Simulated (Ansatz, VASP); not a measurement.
## PbSe: VASP beside Ansatz

Contents of INCAR:

```
SYSTEM = PbSe
ALGO     = Normal         ! electronic algorithm
EDIFF    = 1E-7           ! SCF threshold, eV
EDIFFG   = -0.001         ! ionic threshold
ENCUT    = 500            ! plane-wave cutoff, eV
GGA      = CA             ! functional
GGA_COMPAT= .False.      
IBRION   = 2              ! ionic algorithm
ISIF     = 3              ! what is computed and relaxed
ISMEAR   = 0              ! smearing method
LASPH    = .True.         ! aspherical terms in the spheres
LCHARG   = .False.        ! write CHGCAR
LREAL    = .False.        ! projectors in reciprocal space
LWAVE    = .False.        ! write WAVECAR
NELM     = 120            ! most SCF steps
NELMIN   = 4            
NSW      = 80             ! ionic steps
PREC     = Accurate       ! precision mode
SIGMA    = 0.01           ! smearing width, eV
```

File KPOINTS:

```
k-points
0
Gamma
  10 10 10
  0 0 0
```

File POSCAR:

```
PbSe
1.0
    0.0000000000      3.0214651346      3.0214651346
    3.0214651346      0.0000000000      3.0214651346
    3.0214651346      3.0214651346      0.0000000000
Pb Se
1 1
Direct
    0.0000000000      0.0000000000      0.0000000000
    0.5000000000      0.5000000000      0.5000000000
```

Input for Ansatz:

```yaml
crystal:
  lattice:
    - [0.0, 3.0214651346, 3.0214651346]
    - [3.0214651346, 0.0, 3.0214651346]
    - [3.0214651346, 3.0214651346, 0.0]
  atoms:
    - { symbol: Pb, position: [0.0, 0.0, 0.0] }
    - { symbol: Se, position: [0.5, 0.5, 0.5] }
basis:
  ecutwfc: 420
kpoints:
  mp_grid: { grid: [10, 10, 10] }
hamiltonian:
  xc: lda
scf:
  occupations: { method: gaussian, width: 0.01 }
output:
  forces: true
  stress: true
  eigenvalues: true
relax:
  adjacent_minimum: "off"
  f_tol: 0.001
  max_steps: 60
  cell: { stress_tol: 0.01 }
```

Alike in both runs: task relaxation of cell and atoms; functional LDA; k mesh 10 × 10 × 10; occupations gaussian, width 0.01 eV; no spin polarisation.

```csv
,VASP,Ansatz
version,VASP 6.6.1,Ansatz 0.2.0
potentials or method,"VASP PAW LDA potentials, release 64 (Pb_d, Se), cutoff 500 eV","scalar-relativistic, plane waves, PAW"
valence electrons in the cell,20,30
```

|  | VASP | Ansatz | Ansatz less VASP |
| --- | --- | --- | --- |
| gap on the k mesh at the Fermi level, each at its own relaxed structure (eV) | 0.03 | 0.05 | +0.015 |
| relaxed volume (Å³/atom) | 27.63 | 27.57 | -0.062 |
| relaxed cell length with the largest relative difference (Å) | 4.275 | 4.272 | -0.0032 |

LDA's correlation is that of Perdew and Zunger in VASP and of Perdew and Wang (1992) in Ansatz. VASP's potentials hold 20 valence electrons a cell and Ansatz's 30, so a difference there can come from the potentials and not from the codes.

Spin-orbit coupling is off throughout.
